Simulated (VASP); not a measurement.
Write the native input for VASP 6.6.1 that does the following.

* Task: single point
* Functional: r2SCAN
* Potentials or basis: VASP PAW PBE potentials, release 64 (Rh_pv)
* Cutoff: 520 eV
* k mesh: 22 × 22 × 22
* Occupations: gaussian, width 0.15 eV
* Spin: no spin polarisation
* Dipole correction: no
* Further INCAR settings: ALGO = Normal; EDIFF = 1e-06; NBANDS = 14

The system is Rh.

```
Rh
1.0
     0.00000    1.93007    1.87303
     1.93007    0.00000    1.87303
     1.93007    1.93007    0.00000
Rh
1
Direct
  0.00000 0.00000 0.00000
```

This cell differs from its parent crystal: strain +0.015 along x and y, -0.015 along z.

The input as run:

POSCAR

```
Rh
1.0
    0.0000000000      1.9300732500      1.8730267500
    1.9300732500      0.0000000000      1.8730267500
    1.9300732500      1.9300732500      0.0000000000
Rh
1
Direct
    0.0000000000      0.0000000000      0.0000000000
```

INCAR.step1

```
  PREC = Accurate
  ENCUT = 520
  ISMEAR = 0
  SIGMA = 0.15
  LREAL = False
  LASPH = True
  NELM = 80
  NBANDS = 14
  GGA = PE
  ALGO = Normal
  EDIFF = 1E-4
  LWAVE = True
  LCHARG = False
```

INCAR.step2

```
  PREC = Accurate
  ENCUT = 520
  EDIFF = 1E-6
  ISMEAR = 0
  SIGMA = 0.15
  LREAL = False
  LASPH = True
  NELM = 80
  ALGO = Normal
  ISIF = 2
  LWAVE = False
  LCHARG = False
  METAGGA = R2SCAN
  LMIXTAU = True
  NBANDS = 14
  ISTART = 1
```

KPOINTS

```
regular mesh
0
Gamma
  22 22 22
```

Potentials or basis: VASP PAW PBE potentials, release 64 (Rh_pv).

The run is started by

```console
$ cat potpaw_PBE.64/Rh_pv/POTCAR > POTCAR
$ cp INCAR.step1 INCAR
$ mpirun -np 1 vasp_std > vasp.out
$ cp INCAR.step2 INCAR
$ mpirun -np 1 vasp_std > vasp.out
```

It gave:

```yaml
Pressure: -3.3 GPa
Band_gap_on_the_k_mesh: zero (an odd number of electrons rules out a gap without spin polarisation)
```

Caveat: the cell differs from its parent crystal (strain +0.015 along x and y, -0.015 along z); the cell stands under tension; an empty level that is flat over the whole mesh can mark a ghost state of the potentials, or a narrow d or f band; the PAW data sets were made with another functional, which shifts forces and pressure a little.

Run time: 9.1 min on 1 thread of Intel Xeon 8259CL, on a shared host, peak memory 0.26 GiB.
